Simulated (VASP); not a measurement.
# CaO (Pm-3m) in VASP: a series of runs

Aim: see how the results for CaO move with the level of theory and the settings. Levels: PBE, r2SCAN. Tasks: G0W0 quasiparticle levels.

Everything below comes from runs of VASP 6.6.1. Logs are shortened: lines on timing, memory, paths and dates and some standing lists are left out, and cuts for length are marked.

## (1) The cell of the first run

The structure is cubic, space group Pm-3m (No. 221). The conventional cell has a = 2.903 Å, b = 2.903 Å, c = 2.903 Å, α = 90.00°, β = 90.00°, γ = 90.00°. Ca (site symmetry m-3m) has 8 O at 2.51 Å and 6 Ca at 2.90 Å within 3.3 Å. Within 3.3 Å of O (site symmetry m-3m) lie 8 Ca at 2.51 Å and 6 O at 2.90 Å.

## (2) G0W0 quasiparticle levels, PBE

Contents of POSCAR:

```
CaO
1.0
    2.9032089683      0.0000000000      0.0000000000
    0.0000000000      2.9032089683      0.0000000000
    0.0000000000      0.0000000000      2.9032089683
Ca O
1 1
Direct
    0.0000000000      0.0000000000      0.0000000000
    0.5000000000      0.5000000000      0.5000000000
```

Contents of INCAR.step1:

```
PREC = Accurate
ENCUT = 500
EDIFF = 1E-8
ISMEAR = 0
SIGMA = 0.01
LREAL = F
LASPH = T
NELM = 100
ALGO = Normal
LWAVE = T
LCHARG = F
GGA = PE
```

Contents of INCAR.step2:

```
PREC = Accurate
ENCUT = 500
EDIFF = 1E-8
ISMEAR = 0
SIGMA = 0.01
LREAL = F
LASPH = T
NELM = 1
ALGO = Exact
LWAVE = T
LCHARG = F
GGA = PE
NBANDS = 47
LOPTICS = T
ISTART = 1
```

Contents of INCAR.step3:

```
PREC = Accurate
ENCUT = 500
EDIFF = 1E-8
ISMEAR = 0
SIGMA = 0.01
LREAL = F
LASPH = T
ALGO = EVGW0
LWAVE = F
LCHARG = F
GGA = PE
NELMGW = 1
NBANDS = 47
ENCUTGW = 80.0
NOMEGA = 96
PRECFOCK = Fast
ISTART = 1
NBANDSGW = 16
OMEGAMAX = 20
```

Contents of KPOINTS:

```
regular mesh
0
Gamma
  6 6 6
```

Potentials or basis: VASP PAW PBE potentials, release 64 (Ca_sv_GW, O_GW).

Run with:

```console
cat potpaw_PBE.64/Ca_sv_GW/POTCAR potpaw_PBE.64/O_GW/POTCAR > POTCAR
cp INCAR.step1 INCAR
mpirun -np 1 vasp_std > vasp.out
cp INCAR.step2 INCAR
mpirun -np 1 vasp_std > vasp.out
cp INCAR.step3 INCAR
mpirun -np 1 vasp_std > vasp.out
```

OUTCAR:

```text
PREC = Accurate
   ENCUT = 500
   EDIFF = 1E-8
   ISMEAR = 0
   LREAL = F
   LASPH = T
   GGA = PE
   NELMGW = 1
   ENCUTGW = 80.0
   PRECFOCK = Fast
   ISTART = 1

 ion  position               nearest neighbor table
   1  0.000  0.000  0.000-   2 2.51   2 2.51   2 2.51   2 2.51   2 2.51   2 2.51   2 2.51   2 2.51

   2  0.500  0.500  0.500-   1 2.51   1 2.51   1 2.51   1 2.51   1 2.51   1 2.51   1 2.51   1 2.51

  LATTYP: Found a simple cubic cell.
 ALAT       =     2.9032089683

  Lattice vectors:

 A1 = (   2.9032089683,   0.0000000000,   0.0000000000)
 A2 = (   0.0000000000,   2.9032089683,   0.0000000000)
 A3 = (   0.0000000000,   0.0000000000,   2.9032089683)

Analysis of symmetry for initial positions (statically):
=====================================================================
 Subroutine PRICEL returns:
 Original cell was already a primitive cell.

 Routine SETGRP: Setting up the symmetry group for a
 simple cubic supercell.

 Subroutine GETGRP returns: Found 48 space group operations
 (whereof 48 operations were pure point group operations)
 out of a pool of 48 trial point group operations.

The static configuration has the point symmetry O_h .

Analysis of symmetry for dynamics (positions and initial velocities):
=====================================================================
 Subroutine PRICEL returns:
 Original cell was already a primitive cell.

 Routine SETGRP: Setting up the symmetry group for a
 simple cubic supercell.

 Subroutine GETGRP returns: Found 48 space group operations
 (whereof 48 operations were pure point group operations)
 out of a pool of 48 trial point group operations.

The dynamic configuration has the point symmetry O_h .

 Subroutine INISYM returns: Found 48 space group operations
 (whereof 48 operations are pure point group operations),
 and found     1 'primitive' translations

----------------------------------------------------------------------------------------

                                     Primitive cell

  volume of cell :      24.4701

  direct lattice vectors                    reciprocal lattice vectors
     2.903208968  0.000000000  0.000000000     0.344446442  0.000000000  0.000000000
     0.000000000  2.903208968  0.000000000     0.000000000  0.344446442  0.000000000
     0.000000000  0.000000000  2.903208968     0.000000000  0.000000000  0.344446442

  length of vectors
     2.903208968  2.903208968  2.903208968     0.344446442  0.344446442  0.344446442

  position of ions in fractional coordinates (direct lattice)
     0.000000000  0.000000000  0.000000000
     0.500000000  0.500000000  0.500000000

  ion indices of the primitive-cell ions
   primitive index   ion index
                 1           1
                 2           2

----------------------------------------------------------------------------------------

 KPOINTS: regular mesh

Automatic generation of k-mesh.
 Grid dimensions read from file:
 generate k-points for:    6    6    6

 Generating k-lattice:

  Cartesian coordinates                     Fractional coordinates (reciprocal lattice)
     0.057407740  0.000000000  0.000000000     0.166666667  0.000000000  0.000000000
     0.000000000  0.057407740  0.000000000     0.000000000  0.166666667  0.000000000
     0.000000000  0.000000000  0.057407740     0.000000000  0.000000000  0.166666667

  Length of vectors
     0.057407740  0.057407740  0.057407740

  Shift w.r.t. Gamma in fractional coordinates (k-lattice)
     0.000000000  0.000000000  0.000000000

 Subroutine IBZKPT returns following result:
 ===========================================

 Found     20 irreducible k-points:

 Following reciprocal coordinates:
            Coordinates               Weight
  0.000000  0.000000  0.000000      1.000000
  0.166667  0.000000  0.000000      6.000000
  0.333333  0.000000  0.000000      6.000000
  0.500000  0.000000  0.000000      3.000000
  0.166667  0.166667  0.000000     12.000000
  0.333333  0.166667  0.000000     24.000000
[... 12 lines left out ...]
  0.500000  0.500000  0.333333      6.000000
  0.500000  0.500000  0.500000      1.000000
   k-points           NKPTS =     20   k-points in BZ     NKDIM =    216   number of bands    NBANDS=     47
   number of dos      NEDOS =    301   number of ions     NIONS =      2
   total plane-waves  NPLWV =  13824
   dimension x,y,z NGX =    24 NGY =   24 NGZ =   24
   dimension x,y,z NGXF=    48 NGYF=   48 NGZF=   48
   ions per type =               1   1
   NGX,Y,Z   is equivalent  to a cutoff of  13.74, 13.74, 13.74 a.u.
   NGXF,Y,Z  is equivalent  to a cutoff of  27.49, 27.49, 27.49 a.u.
 SYSTEM =  unknown system
   PREC   = accura    normal or accurate (medium, high low for compatibility)
   ISTART =      1    job   : 0-new  1-cont  2-samecut
   ICHARG =      0    charge: 1-file 2-atom 10-const
   ISPIN  =      1    spin polarized calculation?
   LNONCOLLINEAR =      F non collinear calculations
   LSORBIT =      F    spin-orbit coupling
   LASPH  =      T    aspherical Exc in radial PAW
   ENCUT  =  500.0 eV  36.75 Ry    6.06 a.u.   5.29  5.29  5.29*2*pi/ulx,y,z
   NELM   =     60;   NELMIN=  2; NELMDL=  0     # of ELM steps
   EDIFF  = 0.1E-07   stopping-criterion for ELM
   LREAL  =      F    real-space projection
   EDIFFG = 0.1E-06   stopping-criterion for IOM
   NSW    =      0    number of steps for IOM
   IBRION =     -1    ionic relax: 0-MD 1-quasi-New 2-CG
   NFREE  =      0    steps in history (QN), initial steepest desc. (CG)
   ISIF   =      0    stress and relaxation
   ISYM   =      3    0-nonsym 1-usesym 2-fastsym
   POTIM  = 0.5000    time-step for ionic-motion
   TEBEG  =    0.0;   TEEND  =   0.0 temperature during run
   PSTRESS=    0.0 pullay stress
   NELECT =      16.0000    total number of electrons
   NUPDOWN=      -1.0000    fix difference up-down
   EMIN   =  10.00;   EMAX   =-10.00  energy-range for DOS
   EFERMI =   0.00;   METHOD = LEGACY
   ISMEAR =     0;   SIGMA  =   0.01  broadening in eV -4-tet -1-fermi 0-gaus
   EFERMI_NEDOS =   21; number of points for ismear=-14 and -15
   IALGO  =     38    algorithm
   IMIX   =      4    mixing-type and parameters
     AMIX     =   0.40;   BMIX     =  1.00
     AMIX_MAG =   1.60;   BMIX_MAG =  1.00
  volume/ion in A,a.u.               =      12.24        82.57
  Fermi-wavevector in a.u.,A,eV,Ry     =   1.420921  2.685151 27.470378  2.019016
  Thomas-Fermi vector in A             =   2.541785
   LORBIT       =      0    0 simple, 1 ext, 2 COOP (PROOUT), +10 PAW based schemes
   GGA     = PE    functional components
   LHFCALC =     T    Hartree Fock is set to
   PRECFOCK=fast      Normal, Fast or Accurate (Low or Medium for compatibility)
   ENCUT4O =  -1.0   cutoff for four orbital integrals eV
   NKREDX  =     1    reduce k-point grid by
   NKREDY  =     1    reduce k-point grid by
   NKREDZ  =     1    reduce k-point grid by
   AEXX    =    1.0000 exact exchange contribution
   HFSCREEN=    0.0000 screening length (either q_TF or 0.3 A-1)
   HFSCREENC=   0.0000 screening length for correlation (either q_TF or 0.3 A-1)
   ENCUTFOCK=  -1.0 apply spherical cutoff to Coloumb kernel
   IVDW    =     0    specifies the selected vdW correction
   LEPSILON=     F    determine dielectric tensor
   LRPA    =     F    only Hartree local field effects (RPA)
   LRPAFORCE           =     F    calculate RPA forces
   ENCUTGW             =  80.0    cutoff for response function in eV
   ENCUTGWSOFT         =  64.0    soft cutoff for Coulomb kernel in GW response function in eV
   ENCUTLF             =  -1.0    cutoff for local field effects
   NELMGW              =     1    number of iterations in solving QP/BSE equation
   NELMHF              =     1    number of iterations in the inner HF iteration
   NKREDLFX            =     1    NKREDLFY  =   1   NKREDLFZ  =   1
 non-spin polarized calculation
 Gauss-broadening in eV      SIGMA  =   0.01
  energy-cutoff  :      500.00
  volume of cell :       24.47
 maximum number of plane-waves:       632
 NGX is ok and might be reduce to    24
  NGX = 12; NGY = 12; NGZ = 12
   NGX = 11   NGY = 11   NGZ = 11
 maximum number of plane-waves:        44
 NGX is ok and might be reduce to    10

 QP shifts <psi_nk| G(iteration)W_0 |psi_nk>: iteration 1
 for sc-GW calculations column KS-energies equals QP-energies in previous step
 and V_xc(KS)=  KS-energies - (<T + V_ion + V_H > + <T+V_H+V_ion>^1  + <V_x>^1)

 k-point   1 :       0.0000    0.0000    0.0000
  band No.  KS-energies  QP-energies   sigma(KS)   V_xc(KS)     V^pw_x(r,r')   Z            occupation Imag(sigma)

      1     -32.5268     -34.3566     -23.4999     -20.5381     -34.3382       0.6178       2.0000       0.5682
      2     -12.9697     -14.8347     -22.7658     -20.2626     -28.1664       0.7450       2.0000       0.1520
      3     -12.9697     -14.8347     -22.7658     -20.2626     -28.1664       0.7450       2.0000       0.1520
      4     -12.9697     -14.8347     -22.7658     -20.2626     -28.1664       0.7450       2.0000       0.1520
      5      -9.6792     -11.2507     -21.4070     -18.9625     -30.4816       0.6429       2.0000       0.6337
      6       6.4578       5.9681     -19.9523     -19.3020     -24.5063       0.7531       2.0000       0.0692
[... 8 lines left out ...]
     15      25.9928      28.6559     -10.2688     -13.2964      -5.0837       0.8796       0.0000      -0.7608
     16      25.9928      28.6559     -10.2688     -13.2964      -5.0837       0.8796       0.0000      -0.7608

 k-point   2 :       0.1667    0.0000    0.0000
  band No.  KS-energies  QP-energies   sigma(KS)   V_xc(KS)     V^pw_x(r,r')   Z            occupation Imag(sigma)

      1     -32.4850     -34.3204     -23.5401     -20.5733     -34.3635       0.6186       2.0000       0.5590
      2     -13.4128     -15.2045     -22.2079     -19.7472     -28.0186       0.7281       2.0000       0.2172
      3     -12.9385     -14.8019     -22.7930     -20.2939     -28.1843       0.7456       2.0000       0.1463
      4     -12.9385     -14.8019     -22.7930     -20.2939     -28.1843       0.7456       2.0000       0.1463
      5      -9.3318     -10.9464     -21.8824     -19.4162     -30.5859       0.6547       2.0000       0.5966
      6       5.2745       4.6203     -18.3481     -17.4748     -22.6250       0.7491       2.0000       0.0758
[... 8 lines left out ...]
     15      24.4818      26.2812      -9.4032     -11.4984      -4.3623       0.8588       0.0000      -0.6279
     16      25.1578      27.6666     -11.7424     -14.6265      -6.0841       0.8699       0.0000      -0.9076

 k-point   3 :       0.3333    0.0000    0.0000
  band No.  KS-energies  QP-energies   sigma(KS)   V_xc(KS)     V^pw_x(r,r')   Z            occupation Imag(sigma)

      1     -32.4001     -34.2419     -23.6225     -20.6464     -34.4167       0.6188       2.0000       0.5402
      2     -14.1461     -15.8420     -21.4682     -19.0698     -27.7455       0.7071       2.0000       0.3056
      3     -12.8753     -14.7338     -22.8484     -20.3585     -28.2207       0.7464       2.0000       0.1337
      4     -12.8753     -14.7338     -22.8484     -20.3585     -28.2207       0.7464       2.0000       0.1337
      5      -8.7486     -10.4252     -22.5397     -20.0562     -30.8533       0.6751       2.0000       0.5571
      6       3.6416       2.7866     -17.1560     -15.9875     -21.6773       0.7317       2.0000       0.1025
[... 314 lines left out ...]
      1     -32.0966     -34.0323     -23.9301     -20.8950     -34.6056       0.6378       2.0000       0.5400
      2     -13.7598     -15.6019     -22.0969     -19.5688     -27.6347       0.7286       2.0000       0.1557
      3     -13.7598     -15.6019     -22.0969     -19.5688     -27.6347       0.7286       2.0000       0.1557
      4     -13.4744     -15.3158     -22.3348     -19.8279     -27.8026       0.7345       2.0000       0.1353
      5      -8.6032     -10.2759     -22.4419     -19.9599     -31.2915       0.6740       2.0000       0.5753
      6       3.6442       2.8649     -17.4014     -16.3346     -22.0362       0.7306       2.0000       0.1027
[... 8 lines left out ...]
     15      19.8820      20.9034     -10.9604     -12.2447      -5.7362       0.7953       0.0000      -0.3057
     16      20.8042      22.5078     -11.9245     -14.1143      -6.1587       0.7780       0.0000      -0.5630

 k-point  20 :       0.5000    0.5000    0.5000
  band No.  KS-energies  QP-energies   sigma(KS)   V_xc(KS)     V^pw_x(r,r')   Z            occupation Imag(sigma)

      1     -32.0602     -34.0063     -23.9671     -20.9243     -34.6290       0.6396       2.0000       0.5392
      2     -13.7040     -15.5354     -22.1481     -19.6349     -27.6609       0.7288       2.0000       0.1366
      3     -13.7040     -15.5354     -22.1481     -19.6349     -27.6609       0.7288       2.0000       0.1366
      4     -13.7040     -15.5354     -22.1481     -19.6349     -27.6609       0.7288       2.0000       0.1366
      5      -8.4590     -10.1392     -22.6178     -20.1285     -31.4392       0.6750       2.0000       0.5600
      6       3.3399       2.5589     -17.0549     -15.9783     -21.7004       0.7254       2.0000       0.1100
[... 8 lines left out ...]
     15      19.3305      20.2010     -10.1416     -11.2107      -5.0670       0.8142       0.0000      -0.2597
     16      19.3305      20.2010     -10.1416     -11.2107      -5.0670       0.8142       0.0000      -0.2597
```

Wall time 4.4 min (1 thread of AMD EPYC 7R43 (Zen 3), shared host); peak memory 0.3 GiB.

What came out:

```
Quasiparticle gap                                   : 4.89 eV
Least direct quasiparticle gap                      : 5.26 eV
Band gap of the starting levels on the mesh         : 2.77 eV
Least direct gap of the starting levels on the mesh : 3.08 eV
```

Caveat: the k points lie up to 0.36 Å⁻¹ apart; bands, screening cutoff and mesh are small and nothing is extrapolated, so the quasiparticle values aren't converged; the structure was generated, so it needn't be the stable form of CaO.

(Part 1 of 2 ends here.)
